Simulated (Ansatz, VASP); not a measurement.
# One calculation of NbSi3, two programs

The input INCAR:

```
SYSTEM = NbSi3
ALGO = Normal ; EDIFF = 1E-7
EDIFFG = -0.01 ; ENCUT = 600
GGA = PE ; IBRION = 2
ISIF = 3 ; ISMEAR = 0
LASPH = .True. ; LCHARG = .False.
LREAL = .False. ; LWAVE = .False.
NELM = 100 ; NSW = 100
PREC = Accurate ; SIGMA = 0.1
```

Contents of KPOINTS:

```
k-points
0
Gamma
  12 12 12
  0 0 0
```

Contents of POSCAR:

```
NbSi3
1.0
    3.8965648396      0.0000000000      0.0000000000
    0.0000000000      3.8965648396      0.0000000000
    0.0000000000      0.0000000000      3.8965648396
Nb Si
1 3
Direct
    0.0000000000      0.0000000000      0.0000000000
    0.0000000000      0.5000000000      0.5000000000
    0.5000000000      0.0000000000      0.5000000000
    0.5000000000      0.5000000000      0.0000000000
```

Input for Ansatz:

```yaml
crystal:
  lattice:
    - [3.8965648396, 0.0, 0.0]
    - [0.0, 3.8965648396, 0.0]
    - [0.0, 0.0, 3.8965648396]
  atoms:
    - { symbol: Nb, position: [0.0, 0.0, 0.0] }
    - { symbol: Si, position: [0.0, 0.5, 0.5] }
    - { symbol: Si, position: [0.5, 0.0, 0.5] }
    - { symbol: Si, position: [0.5, 0.5, 0.0] }
basis:
  ecutwfc: 420
kpoints:
  mp_grid: { grid: [12, 12, 12] }
hamiltonian:
  xc: pbe
scf:
  occupations: { method: gaussian, width: 0.1 }
output:
  forces: true
  stress: true
  eigenvalues: true
relax:
  adjacent_minimum: "off"
  f_tol: 0.01
  max_steps: 80
  cell: { stress_tol: 0.05 }
```

Alike in both runs: task relaxation of cell and atoms; functional PBE; k mesh 12 × 12 × 12; occupations gaussian, width 0.1 eV; no spin polarisation.

|  | VASP | Ansatz |
| --- | --- | --- |
| version | VASP 6.6.1 | Ansatz 0.2.0 |
| potentials or method | VASP PAW PBE potentials, release 64 (Nb_sv, Si), cutoff 600 eV | scalar-relativistic, plane waves, PAW |
| valence electrons in the cell | 25 | 25 |

|  | VASP | Ansatz | Ansatz less VASP |
| --- | --- | --- | --- |
| gap on the k mesh at the Fermi level, each at its own relaxed structure (eV) | none | none | - |
| relaxed volume (Å³/atom) | 14.65 | 14.67 | +0.019 |
| relaxed cell length with the largest relative difference (Å) | 3.884 | 3.886 | +0.0016 |

A gap of «none» marks a metal or a gap that the smearing closes.
